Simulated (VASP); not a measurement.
# K (Fd-3m) in VASP: further runs, part 2 of 2

VASP 6.6.1. Earlier steps stand in the parts before.

## 4. Single point, PBE (57.71 Å³/atom)

This run uses another cell than the first one, of 57.71 Å³/atom.

File POSCAR:

```
K
1.0
    0.0000000000      3.8643627658      3.8643627658
    3.8643627658      0.0000000000      3.8643627658
    3.8643627658      3.8643627658      0.0000000000
K
2
Direct
   -0.1250000000     -0.1250000000     -0.1250000000
    0.1250000000      0.1250000000      0.1250000000
```

File INCAR.step1:

```
SYSTEM = K
ALGO = Normal
EDIFF = 1E-6
ENCUT = 520
GGA = PE
ISIF = 2
ISMEAR = -1
LASPH = .TRUE.
LCHARG = .TRUE.
LREAL = .FALSE.
LWAVE = .FALSE.
NBANDS = 16
NELM = 80
PREC = Accurate
SIGMA = 0.1
```

File KPOINTS.step1:

```
k-points
0
G
  8 8 8
  0 0 0
```

File INCAR.step2:

```
SYSTEM = K
ALGO = Normal
EDIFF = 1E-6
ENCUT = 520
GGA = PE
ICHARG = 11
ISIF = 2
ISMEAR = -5
LASPH = .TRUE.
LCHARG = .FALSE.
LORBIT = 10
LREAL = .FALSE.
LWAVE = .FALSE.
NBANDS = 16
NEDOS = 2001
NELM = 80
PREC = Accurate
SIGMA = 0.1
```

File KPOINTS.step2:

```
k-points
0
G
  12 12 12
  0 0 0
```

Potentials or basis: VASP PAW PBE potentials, release 64 (K_sv).

Run with:

```sh
$ cat potpaw_PBE.64/K_sv/POTCAR > POTCAR
$ cp INCAR.step1 INCAR
$ cp KPOINTS.step1 KPOINTS
$ mpirun -np 1 vasp_std > vasp.out
$ cp INCAR.step2 INCAR
$ cp KPOINTS.step2 KPOINTS
$ mpirun -np 1 vasp_std > vasp.out
```

OUTCAR:

```text
SYSTEM = K
   EDIFF = 1E-6
   ENCUT = 520
   GGA = PE
   ICHARG = 11
   ISIF = 2
   ISMEAR = -5
   LASPH = .TRUE.
   LORBIT = 10
   LREAL = .FALSE.
   NELM = 80
   PREC = Accurate

 ion  position               nearest neighbor table
   1  0.875  0.875  0.875-   2 3.35   2 3.35   2 3.35   2 3.35
   2  0.125  0.125  0.125-   1 3.35   1 3.35   1 3.35   1 3.35

  LATTYP: Found a face centered cubic cell.
 ALAT       =     7.7287255316

  Lattice vectors:

 A1 = (   0.0000000000,   3.8643627658,   3.8643627658)
 A2 = (   3.8643627658,   0.0000000000,   3.8643627658)
 A3 = (   3.8643627658,   3.8643627658,   0.0000000000)

Analysis of symmetry for initial positions (statically):
=====================================================================
 Subroutine PRICEL returns:
 Original cell was already a primitive cell.

 Routine SETGRP: Setting up the symmetry group for a
 face centered cubic supercell.

 Subroutine GETGRP returns: Found 48 space group operations
 (whereof 12 operations were pure point group operations)
 out of a pool of 48 trial point group operations.

The static configuration has the point symmetry D_3d.
 The point group associated with its full space group is O_h .

Analysis of symmetry for dynamics (positions and initial velocities):
=====================================================================
 Subroutine PRICEL returns:
 Original cell was already a primitive cell.

 Routine SETGRP: Setting up the symmetry group for a
 face centered cubic supercell.

 Subroutine GETGRP returns: Found 48 space group operations
 (whereof 12 operations were pure point group operations)
 out of a pool of 48 trial point group operations.

The dynamic configuration has the point symmetry D_3d.
 The point group associated with its full space group is O_h .

 Subroutine INISYM returns: Found 48 space group operations
 (whereof 12 operations are pure point group operations),
 and found     1 'primitive' translations

[... 121 lines left out ...]
   GGA     = PE    functional components
   LHFCALC =     F    Hartree Fock is set to
   AEXX    =    0.0000 exact exchange contribution
   IVDW    =     0    specifies the selected vdW correction
   LEPSILON=     F    determine dielectric tensor
   LRPA    =     F    only Hartree local field effects (RPA)
 non-spin polarized calculation
 Fermi weights with tetrahedron method with Bloechl corrections
  energy-cutoff  :      520.00
  volume of cell :      115.42
 maximum number of plane-waves:      3138
 NGX is ok and might be reduce to    42

 number of electron      18.0000002 magnetization

 Free energy of the ion-electron system (eV)
  ---------------------------------------------------
  ext. energy  EPLUGINS =         0.00000000
  ---------------------------------------------------
  free energy    TOTEN  =        -1.01856920 eV

  energy without entropy =       -1.01856920  energy(sigma->0) =       -1.01856920

 E-fermi :   0.5865     XC(G=0):  -6.2563

 val. band max:        0.6746057167   @ k =  -0.4167   0.5000   0.0833
 cond. band min:       0.5426866244   @ k =  -0.4167   0.2500   0.0000
 fundamental gap:     -0.1319190923
 Fermi energy:         0.5864630990

 k-point     1 :       0.0000    0.0000    0.0000
  band No.  band energies     occupation
      1     -32.3290      2.00000
      2     -32.1727      2.00000
      3     -15.9195      2.00000
      4     -15.9195      2.00000
      5     -15.9195      2.00000
      6     -15.5810      2.00000
[... 433 lines left out ...]
      3     -16.0004      2.00000
      4     -15.9722      2.00000
      5     -15.8796      2.00000
      6     -15.6320      2.00000
[... 8 lines left out ...]
     15       4.1076      0.00000
     16       4.5793      0.00000

 [... further k-points ...]

------------------------ aborting loop because EDIFF is reached ----------------------------------------

  FORCE on cell =-STRESS in cart. coord.  units (eV):
  Direction    XX          YY          ZZ          XY          YZ          ZX
  --------------------------------------------------------------------------------------
  -------------------------------------------------------------------------------------
  Total        1.5612484      1.5612484      1.5612484      0.0000000      0.0000000      0.0000000
  in kB       21.6729946     21.6729946     21.6729946      0.0000000      0.0000000      0.0000000
  external PRESSURE =      21.6729946 kB  Pullay stress =       0.0000000 kB

 VOLUME and BASIS-vectors are now :
 -----------------------------------------------------------------------------
  energy-cutoff  :      520.00
  volume of cell :      115.42
      direct lattice vectors                 reciprocal lattice vectors
     0.000000000  3.864362766  3.864362766    -0.129387439  0.129387439  0.129387439
     3.864362766  0.000000000  3.864362766     0.129387439 -0.129387439  0.129387439
     3.864362766  3.864362766  0.000000000     0.129387439  0.129387439 -0.129387439

 POSITION                                       TOTAL-FORCE (eV/Angst)
 -----------------------------------------------------------------------------------
      6.76263      6.76263      6.76263         0.000000     -0.000000     -0.000000
      0.96609      0.96609      0.96609        -0.000000      0.000000      0.000000
 -----------------------------------------------------------------------------------
    total drift:                                0.000000      0.000000      0.000000

  FREE ENERGIE OF THE ION-ELECTRON SYSTEM (eV)
  ---------------------------------------------------
  free  energy   TOTEN  =        -1.0185692024 eV

  energy  without entropy=       -1.0185692024  energy(sigma->0) =       -1.01856920

 total charge

# of ion       s       p       d       tot
------------------------------------------
    1        1.992   5.556   0.013   7.560
    2        1.992   5.556   0.013   7.560
--------------------------------------------------
tot          3.983  11.111   0.025  15.120
```

OUTCAR.step1:

```text
SYSTEM = K
   EDIFF = 1E-6
   ENCUT = 520
   GGA = PE
   ISIF = 2
   ISMEAR = -1
[... 679 lines left out ...]
 -----------------------------------------------------------------------------------
      6.76263      6.76263      6.76263        -0.000000     -0.000000     -0.000000
      0.96609      0.96609      0.96609         0.000000      0.000000      0.000000
 -----------------------------------------------------------------------------------
    total drift:                                0.000000      0.000000      0.000000

  FREE ENERGIE OF THE ION-ELECTRON SYSTEM (eV)
  ---------------------------------------------------
  free  energy   TOTEN  =        -1.0447339099 eV

  energy  without entropy=       -0.9961792248  energy(sigma->0) =       -1.02045657
```

OSZICAR.step1:

```text
N       E                     dE             d eps       ncg     rms          rms(c)
DAV:   1     0.117420476116E+03    0.11742E+03   -0.79380E+03   928   0.926E+02
DAV:   2     0.672170116107E+01   -0.11070E+03   -0.10830E+03  1200   0.280E+02
DAV:   3    -0.889555105863E+00   -0.76113E+01   -0.75880E+01  1768   0.508E+01
DAV:   4    -0.107794012190E+01   -0.18839E+00   -0.18836E+00  1296   0.717E+00
DAV:   5    -0.108278556275E+01   -0.48454E-02   -0.48454E-02  1504   0.745E-01    0.406E+00
DAV:   6    -0.105943932581E+01    0.23346E-01   -0.15422E-02  1232   0.854E-01    0.268E+00
DAV:   7    -0.104486345868E+01    0.14576E-01   -0.44212E-02  1168   0.111E+00    0.246E-01
DAV:   8    -0.104482110413E+01    0.42355E-04   -0.67426E-03  1480   0.653E-01    0.117E-01
DAV:   9    -0.104476878674E+01    0.52317E-04   -0.67770E-05  1264   0.607E-02    0.350E-02
DAV:  10    -0.104473386524E+01    0.34922E-04   -0.60278E-05  1256   0.501E-02    0.131E-02
DAV:  11    -0.104473390988E+01   -0.44646E-07   -0.28005E-06  1040   0.991E-03
   1 F= -.10447339E+01 E0= -.10204566E+01  d E =-.485547E-01
```

Wall time 2.7 min (1 thread of Intel Xeon 6975P-C (Granite Rapids), shared host); peak memory 0.29 GiB.

Results:

```
Valence electrons inside the program's atomic spheres : K 7.56
```

Levels at points of the mesh, in eV from the Fermi level:
```tsv
k point	band 7	band 8	band 9	band 10	band 11	band 12
(0.00, 0.00, 0.00)	-16.17	-16.17	-2.49	2.64	2.64	2.81
(0.50, 0.00, 0.00)	-16.12	-16.12	-0.53	-0.38	2.05	2.05
(0.50, 0.50, 0.00)	-16.08	-16.08	0.04	0.04	1.65	1.65
```
